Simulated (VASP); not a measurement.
Mg: single point with PBE

Crystal: Mg.

```xyz
1
Lattice="0.0000 2.2562 2.2562 2.2562 0.0000 2.2562 2.2562 2.2562 0.0000" Properties=species:S:1:pos:R:3 pbc="T T T"
Mg    0.0000    0.0000    0.0000
```

```yaml
Program: VASP 6.6.1
Task: single point
Functional: PBE
Potentials_or_basis: VASP PAW PBE potentials, release 64 (Mg)
Cutoff: 520 eV
k_mesh: 8 × 8 × 8
Occupations: gaussian, width 0.1 eV
Spin: no spin polarisation
```

| Item | Value |
| --- | --- |
| Pressure | 0.2 GPa |
| Band gap on the k mesh | zero (band 1 reaches 4.07 eV, above the bottom of band 2 at 1.33 eV) |

Levels at points of the mesh, in eV from the Fermi level:
```
           k point  band 1  band 2  band 3  band 4
(0.00, 0.00, 0.00)   -6.64   12.63   12.63   12.63
(0.50, 0.00, 0.00)   -1.43   -1.01   11.54   11.54
(0.50, 0.50, 0.00)    0.06    1.07    6.37    7.22
```

Wall time 2.8 s on 1 thread of Intel(R) Xeon(R) Platinum 8259CL CPU @ 2.50GHz (Skylake/Cascade Lake), with other jobs on the host, peak memory 0.13 GiB.
